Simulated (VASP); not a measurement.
# As in VASP: a series of runs

As is run at these levels: LDA; tasks: single point.

All numbers are computed with VASP 6.6.1; they aren't measurements. Logs are shortened: lines on timing, memory, paths and dates and some standing lists are left out, and cuts for length are marked.

### 1 The cell of the first run

The cell holds a slab with vacuum, 2 atoms: a = 3.521 Å, b = 3.521 Å, c = 28.000 Å, α = 90.00°, β = 90.00°, γ = 120.00°.

### 2 Single point, LDA

Input file INCAR:

```
SYSTEM = As
PREC = Accurate ; ENCUT = 400
EDIFF = 1E-6 ; ISMEAR = 0
SIGMA = 0.1 ; LREAL = .FALSE.
LASPH = .TRUE. ; NELM = 120
ALGO = Normal ; ISIF = 2
LWAVE = .FALSE. ; LCHARG = .FALSE.
LDIPOL = .TRUE. ; IDIPOL = 3
DIPOL = 0.5 0.5 0.500 ; NBANDS = 12
GGA_COMPAT = .FALSE. ; NELMDL = -8
```

Input file KPOINTS:

```
Automatic mesh
0
G
  6 6 1
  0 0 0
```

Input file POSCAR:

```
As
1.0
    3.5214958115      0.0000000000      0.0000000000
   -1.7607479057      3.0497048321      0.0000000000
    0.0000000000      0.0000000000     28.0000000000
As
2
Direct
    0.3333333333      0.6666666667      0.5245783052
    0.6666666667      0.3333333333      0.4754216948
```

Potentials or basis: VASP PAW LDA potentials, release 64 (As).

Launch:

```sh
> cat potpaw_LDA.64/As/POTCAR > POTCAR
> mpirun -np 1 vasp_std > vasp.out
```

OUTCAR:

```text
SYSTEM = As
   PREC = Accurate
   ENCUT = 400
   EDIFF = 1E-6
   ISMEAR = 0
   LREAL = .FALSE.
   LASPH = .TRUE.
   NELM = 120
   ISIF = 2
   NELMDL = -8

 ion  position               nearest neighbor table
   1  0.333  0.667  0.525-   2 2.46   2 2.46   2 2.46
   2  0.667  0.333  0.475-   1 2.46   1 2.46   1 2.46

  LATTYP: Found a hexagonal cell.
 ALAT       =     3.5214958115
 C/A-ratio  =     7.9511666345

  Lattice vectors:

 A1 = (   3.5214958115,   0.0000000000,   0.0000000000)
 A2 = (  -1.7607479057,   3.0497048321,   0.0000000000)
 A3 = (   0.0000000000,   0.0000000000,  28.0000000000)

Analysis of symmetry for initial positions (statically):
=====================================================================
 Subroutine PRICEL returns:
 Original cell was already a primitive cell.

 Routine SETGRP: Setting up the symmetry group for a
 hexagonal supercell.

 Subroutine GETGRP returns: Found 12 space group operations
 (whereof 12 operations were pure point group operations)
 out of a pool of 24 trial point group operations.

The static configuration has the point symmetry D_3d.

Analysis of symmetry for dynamics (positions and initial velocities):
=====================================================================
 Subroutine PRICEL returns:
 Original cell was already a primitive cell.

 Routine SETGRP: Setting up the symmetry group for a
 hexagonal supercell.

 Subroutine GETGRP returns: Found 12 space group operations
 (whereof 12 operations were pure point group operations)
 out of a pool of 24 trial point group operations.

The dynamic configuration has the point symmetry D_3d.

 Subroutine INISYM returns: Found 12 space group operations
 (whereof 12 operations are pure point group operations),
 and found     1 'primitive' translations

----------------------------------------------------------------------------------------

                                     Primitive cell

  volume of cell :     300.7066

  direct lattice vectors                    reciprocal lattice vectors
     3.521495811  0.000000000  0.000000000     0.283970237  0.163950293  0.000000000
    -1.760747906  3.049704832  0.000000000     0.000000000  0.327900585  0.000000000
     0.000000000  0.000000000 28.000000000     0.000000000  0.000000000  0.035714286

  length of vectors
     3.521495811  3.521495811 28.000000000     0.327900585  0.327900585  0.035714286

  position of ions in fractional coordinates (direct lattice)
     0.333333333  0.666666667  0.524578305
     0.666666667  0.333333333  0.475421695

  ion indices of the primitive-cell ions
   primitive index   ion index
                 1           1
                 2           2

----------------------------------------------------------------------------------------

 KPOINTS: Automatic mesh

Automatic generation of k-mesh.
 Grid dimensions read from file:
 generate k-points for:    6    6    1

 Generating k-lattice:

  Cartesian coordinates                     Fractional coordinates (reciprocal lattice)
     0.047328373  0.027325049  0.000000000     0.166666667  0.000000000  0.000000000
     0.000000000  0.054650098  0.000000000     0.000000000  0.166666667  0.000000000
     0.000000000  0.000000000  0.035714286     0.000000000  0.000000000  1.000000000

  Length of vectors
     0.054650098  0.054650098  0.035714286

  Shift w.r.t. Gamma in fractional coordinates (k-lattice)
     0.000000000  0.000000000  0.000000000

 Subroutine IBZKPT returns following result:
 ===========================================

 Found      7 irreducible k-points:

 Following reciprocal coordinates:
            Coordinates               Weight
  0.000000  0.000000  0.000000      1.000000
  0.166667  0.000000  0.000000      6.000000
  0.333333  0.000000  0.000000      6.000000
  0.500000  0.000000  0.000000      3.000000
  0.166667  0.166667  0.000000      6.000000
  0.333333  0.166667  0.000000     12.000000
  0.333333  0.333333  0.000000      2.000000
   k-points           NKPTS =      7   k-points in BZ     NKDIM =      7   number of bands    NBANDS=     12
   number of dos      NEDOS =    301   number of ions     NIONS =      2
   total plane-waves  NPLWV = 110592
   dimension x,y,z NGX =    24 NGY =   24 NGZ =  192
   dimension x,y,z NGXF=    48 NGYF=   48 NGZF=  384
   ions per type =               2
   NGX,Y,Z   is equivalent  to a cutoff of  11.33, 11.33, 11.40 a.u.
   NGXF,Y,Z  is equivalent  to a cutoff of  22.66, 22.66, 22.80 a.u.
 SYSTEM =  As
   PREC   = accura    normal or accurate (medium, high low for compatibility)
   ISTART =      0    job   : 0-new  1-cont  2-samecut
   ICHARG =      2    charge: 1-file 2-atom 10-const
   ISPIN  =      1    spin polarized calculation?
   LNONCOLLINEAR =      F non collinear calculations
   LSORBIT =      F    spin-orbit coupling
   LASPH  =      T    aspherical Exc in radial PAW
   ENCUT  =  400.0 eV  29.40 Ry    5.42 a.u.   5.74  5.74 45.66*2*pi/ulx,y,z
   NELM   =    120;   NELMIN=  2; NELMDL= -8     # of ELM steps
   EDIFF  = 0.1E-05   stopping-criterion for ELM
   LREAL  =      F    real-space projection
   EDIFFG = 0.1E-04   stopping-criterion for IOM
   NSW    =      0    number of steps for IOM
   IBRION =     -1    ionic relax: 0-MD 1-quasi-New 2-CG
   NFREE  =      0    steps in history (QN), initial steepest desc. (CG)
   ISIF   =      2    stress and relaxation
   ISYM   =      2    0-nonsym 1-usesym 2-fastsym
   POTIM  = 0.5000    time-step for ionic-motion
   TEBEG  =    0.0;   TEEND  =   0.0 temperature during run
   PSTRESS=    0.0 pullay stress
   NELECT =      10.0000    total number of electrons
   NUPDOWN=      -1.0000    fix difference up-down
   EMIN   =  10.00;   EMAX   =-10.00  energy-range for DOS
   EFERMI =   0.00;   METHOD = LEGACY
   ISMEAR =     0;   SIGMA  =   0.10  broadening in eV -4-tet -1-fermi 0-gaus
   EFERMI_NEDOS =   21; number of points for ismear=-14 and -15
   IALGO  =     38    algorithm
   IMIX   =      4    mixing-type and parameters
     AMIX     =   0.40;   BMIX     =  1.00
     AMIX_MAG =   1.60;   BMIX_MAG =  1.00
  volume/ion in A,a.u.               =     150.35      1014.63
  Fermi-wavevector in a.u.,A,eV,Ry     =   0.526454  0.994854  3.770908  0.277154
  Thomas-Fermi vector in A             =   1.547156
   LORBIT       =      0    0 simple, 1 ext, 2 COOP (PROOUT), +10 PAW based schemes
   GGA     = CA    functional components
   LHFCALC =     F    Hartree Fock is set to
   AEXX    =    0.0000 exact exchange contribution
   IVDW    =     0    specifies the selected vdW correction
   LEPSILON=     F    determine dielectric tensor
   LRPA    =     F    only Hartree local field effects (RPA)
 non-spin polarized calculation
 Gauss-broadening in eV      SIGMA  =   0.10
  energy-cutoff  :      400.00
  volume of cell :      300.71
 maximum number of plane-waves:      5492
 NGX is ok and might be reduce to    24
   NGX = 11   NGY = 11   NGZ = 91

 dipolmoment           0.000000      0.000000     -0.000000 electrons x Angstroem

 number of electron      10.0000004 magnetization

 dipolmoment           0.000000      0.000000      0.000000 electrons x Angstroem

 Free energy of the ion-electron system (eV)
  ---------------------------------------------------
  ext. energy  EPLUGINS =         0.00000000
  ---------------------------------------------------
  free energy    TOTEN  =       -10.43153516 eV

  energy without entropy =      -10.43153516  energy(sigma->0) =      -10.43153516

 E-fermi :  -3.6366     XC(G=0):  -1.9522

 val. band max:       -4.0851845253   @ k =   0.0000   0.0000   0.0000
 cond. band min:      -2.6193818308   @ k =   0.3333   0.0000   0.0000
 fundamental gap:      1.4658026945
 Fermi energy:        -3.6365746804

 k-point     1 :       0.0000    0.0000    0.0000
  band No.  band energies     occupation
      1     -18.1149      2.00000
      2     -11.4224      2.00000
      3      -4.8482      2.00000
      4      -4.0852      2.00000
      5      -4.0852      2.00000
      6      -1.9956      0.00000
      7      -0.4859      0.00000
      8      -0.4859      0.00000
      9       0.8243      0.00000
     10       1.1783      0.00000
     11       1.5623      0.00000
     12       1.8065      0.00000

 k-point     2 :       0.1667    0.0000    0.0000
  band No.  band energies     occupation
      1     -17.7227      2.00000
      2     -11.3637      2.00000
      3      -6.5054      2.00000
      4      -4.8145      2.00000
      5      -4.6559      2.00000
      6      -1.8286      0.00000
      7       0.1698      0.00000
      8       0.2011      0.00000
      9       1.3229      0.00000
     10       1.6435      0.00000
     11       2.0050      0.00000
     12       2.2566      0.00000

 k-point     3 :       0.3333    0.0000    0.0000
  band No.  band energies     occupation
      1     -16.6065      2.00000
      2     -12.0963      2.00000
      3      -8.0448      2.00000
      4      -5.7622      2.00000
      5      -4.9142      2.00000
      6      -2.6194      0.00000
      7      -0.3092      0.00000
      8       0.5999      0.00000
      9       2.3576      0.00000
     10       2.5469      0.00000
     11       3.2567      0.00000
     12       3.5617      0.00000

 k-point     4 :       0.5000    0.0000    0.0000
  band No.  band energies     occupation
      1     -15.4758      2.00000
      2     -13.4517      2.00000
      3      -7.7144      2.00000
      4      -6.1227      2.00000
      5      -5.8315      2.00000
      6      -2.2314      0.00000
      7      -1.0557      0.00000
      8       0.5625      0.00000
      9       2.0410      0.00000
     10       4.3572      0.00000
     11       4.5021      0.00000
     12       4.8720      0.00000

 k-point     5 :       0.1667    0.1667    0.0000
  band No.  band energies     occupation
      1     -16.9615      2.00000
      2     -11.6730      2.00000
      3      -7.6268      2.00000
      4      -6.5566      2.00000
      5      -4.5642      2.00000
      6      -1.3447      0.00000
      7      -0.5385      0.00000
      8       0.7928      0.00000
      9       2.0863      0.00000
     10       2.2598      0.00000
     11       2.8270      0.00000
     12       3.1370      0.00000

 k-point     6 :       0.3333    0.1667    0.0000
  band No.  band energies     occupation
      1     -15.6152      2.00000
      2     -13.0703      2.00000
      3      -8.0285      2.00000
      4      -7.0691      2.00000
      5      -5.3825      2.00000
      6      -1.5079      0.00000
      7      -0.5798      0.00000
      8       0.3200      0.00000
      9       2.8300      0.00000
     10       3.6935      0.00000
     11       4.4002      0.00000
     12       4.7138      0.00000

 k-point     7 :       0.3333    0.3333    0.0000
  band No.  band energies     occupation
      1     -14.2829      2.00000
      2     -14.2829      2.00000
      3      -8.8661      2.00000
      4      -6.2171      2.00000
      5      -6.2171      2.00000
      6      -2.2956      0.00000
      7       0.5298      0.00000
      8       0.5298      0.00000
      9       3.9156      0.00000
     10       4.9847      0.00000
     11       4.9847      0.00000
     12       5.7613      0.00000

------------------------ aborting loop because EDIFF is reached ----------------------------------------

 vacuum level on the upper side and lower side of the slab       (xc-potential included)        -0.007        -0.007

  FORCE on cell =-STRESS in cart. coord.  units (eV):
  Direction    XX          YY          ZZ          XY          YZ          ZX
  --------------------------------------------------------------------------------------
  -------------------------------------------------------------------------------------
  Total        0.1320168      0.1320168      0.1710382      0.0000000      0.0000000      0.0000000
  in kB        0.7033912      0.7033912      0.9112984      0.0000000      0.0000000      0.0000000
  external PRESSURE =       0.7726936 kB  Pullay stress =       0.0000000 kB

 VOLUME and BASIS-vectors are now :
 -----------------------------------------------------------------------------
  energy-cutoff  :      400.00
  volume of cell :      300.71
      direct lattice vectors                 reciprocal lattice vectors
     3.521495811  0.000000000  0.000000000     0.283970237  0.163950293  0.000000000
    -1.760747906  3.049704832  0.000000000     0.000000000  0.327900585  0.000000000
     0.000000000  0.000000000 28.000000000     0.000000000  0.000000000  0.035714286

 POSITION                                       TOTAL-FORCE (eV/Angst)
 -----------------------------------------------------------------------------------
     -0.00000      2.03314     14.68819         0.000000     -0.000000      0.129688
      1.76075      1.01657     13.31181        -0.000000      0.000000     -0.129688
 -----------------------------------------------------------------------------------
    total drift:                                0.000000     -0.000000      0.000000

  FREE ENERGIE OF THE ION-ELECTRON SYSTEM (eV)
  ---------------------------------------------------
  free  energy   TOTEN  =       -10.4315351639 eV

  energy  without entropy=      -10.4315351639  energy(sigma->0) =      -10.43153516

 vacuum level on the upper side and lower side of the slab         1.435         1.435
```

Run time: 15 s. Hardware: 1 thread of Intel Xeon 6975P-C (Granite Rapids), shared host; peak memory 0.23 GiB.

Results:

* Free energy: -10.4315 eV
* Largest force: 0.130 eV/Å
* Band gap on the k mesh: 1.47 eV, indirect (least direct gap 2.09 eV)

Forces on the atoms (eV/Å):
```
As   0.000  0.000  0.130
As   0.000  0.000 -0.130
```

Levels at points of the mesh, in eV from the valence-band top:
| k point | band 3 | band 4 | band 5 | band 6 | band 7 | band 8 |
| --- | --- | --- | --- | --- | --- | --- |
| (0.00, 0.00, 0.00) | -0.76 | 0.00 | 0.00 | 2.09 | 3.60 | 3.60 |
| (0.50, 0.00, 0.00) | -3.63 | -2.04 | -1.75 | 1.85 | 3.03 | 4.65 |

### 3 Single point, LDA

This run uses another cell than the first one, of 149.68 Å³/atom, 0.996 times its volume.

Input file INCAR:

```
SYSTEM = As
PREC = Accurate
ENCUT = 520
EDIFF = 1E-6
ISMEAR = 0
SIGMA = 0.02
LREAL = .FALSE.
LASPH = .TRUE.
NELM = 120
ALGO = Normal
ISIF = 2
LWAVE = .FALSE.
LCHARG = .FALSE.
LDIPOL = .TRUE.
IDIPOL = 3
DIPOL = 0.5 0.5 0.500
NBANDS = 22
GGA_COMPAT = .FALSE.
NELMDL = -8
```

Input file KPOINTS:

```
regular mesh
0
G
  9 9 1
  0 0 0
```

Input file POSCAR:

```
As
1.0
    3.5136085412      0.0000000000      0.0000000000
   -1.7568042706      3.0428742556      0.0000000000
    0.0000000000      0.0000000000     28.0000000000
As
2
Direct
    0.3333333333      0.6666666667      0.5246653682
    0.6666666667      0.3333333333      0.4753346318
```

Potentials or basis: VASP PAW LDA potentials, release 64 (As_d).

Launch:

```sh
> cat potpaw_LDA.64/As_d/POTCAR > POTCAR
> mpirun -np 1 vasp_std > vasp.out
```

Run time: 87 s. Hardware: 1 thread of AMD EPYC 9R45 (Zen 5), shared host; peak memory 0.29 GiB.

The run converged. Its results:

```
Free energy            : -10.4690 eV
Largest force          : 0.062 eV/Å
Band gap on the k mesh : 1.43 eV, indirect (least direct gap 2.11 eV)
```

Forces on the atoms (eV/Å):
```
As   0.000  0.000  0.062
As   0.000  0.000 -0.062
```

Levels at points of the mesh, in eV from the valence-band top:
| k point | band 11 | band 12 | band 13 | band 14 | band 15 | band 16 | band 17 | band 18 | band 19 | band 20 |
| --- | --- | --- | --- | --- | --- | --- | --- | --- | --- | --- |
| (0.00, 0.00, 0.00) | -14.08 | -7.42 | -0.84 | 0.00 | 0.00 | 2.11 | 3.58 | 3.58 | 4.87 | 5.22 |

### 4 Single point, LDA

Input file INCAR:

```
ALGO = Normal ; DIPOL = 0.5 0.5 0.500
EDIFF = 1E-6 ; ENCUT = 520
GGA = CA ; GGA_COMPAT = F
IDIPOL = 3 ; ISIF = 2
ISMEAR = 0 ; LASPH = T
LCHARG = F ; LDIPOL = T
LREAL = F ; LWAVE = F
NBANDS = 22 ; NELM = 120
NELMDL = -8 ; PREC = Accurate
SIGMA = 0.02
```

Input file KPOINTS:

```
k-points
0
Gamma
  9 9 1
```

Input file POSCAR:

```
As
1.0
    3.5214958115      0.0000000000      0.0000000000
   -1.7607479057      3.0497048321      0.0000000000
    0.0000000000      0.0000000000     28.0000000000
As
2
Direct
    0.3333333333      0.6666666667      0.5245783052
    0.6666666667      0.3333333333      0.4754216948
```

Launch:

```sh
> cat potpaw_LDA.64/As_d/POTCAR > POTCAR
> mpirun -np 1 vasp_std > vasp.out
```

It took 2.2 min on 1 thread of Intel Xeon Platinum 8488C (Sapphire Rapids), shared host; peak memory 0.32 GiB.

The run converged. Its results:

| Quantity | Value |
| --- | --- |
| Free energy | -10.4687 eV |
| Largest force | 0.099 eV/Å |
| Band gap on the k mesh | 1.47 eV, indirect (least direct gap 2.10 eV) |

Forces on the atoms (eV/Å):
```
As   0.000  0.000  0.099
As   0.000  0.000 -0.099
```

Levels at points of the mesh, in eV from the valence-band top:
```csv
k point,band 11,band 12,band 13,band 14,band 15,band 16,band 17,band 18,band 19,band 20
"(0.00, 0.00, 0.00)",-14.03,-7.36,-0.77,0.00,0.00,2.10,3.59,3.59,4.92,5.26
```

### 5 Overview

```tsv
potentials or basis	cell	k mesh	cutoff (eV)	smearing	second run	gap on the mesh (eV)	largest force (eV/Å)
VASP PAW LDA potentials, release 64 (As)	a = 3.521, b = 3.521, c = 28.000 Å, angles 90.0, 90.0, 120.0°, 2 atoms	6 × 6 × 1	400	gaussian 0.1 eV	-	1.47	0.13
VASP PAW LDA potentials, release 64 (As_d)	a = 3.514, b = 3.514, c = 28.000 Å, angles 90.0, 90.0, 120.0°, 2 atoms	9 × 9 × 1	520	gaussian 0.02 eV	valence_matched	1.43	0.06
VASP PAW LDA potentials, release 64 (As_d)	a = 3.521, b = 3.521, c = 28.000 Å, angles 90.0, 90.0, 120.0°, 2 atoms	9 × 9 × 1	520	gaussian 0.02 eV	valence_matched	1.47	0.10
```

Alike in all rows: task single point; level LDA; no spin polarisation.

Total energies depend on the potentials used, so only differences within one code and one set of settings carry meaning.
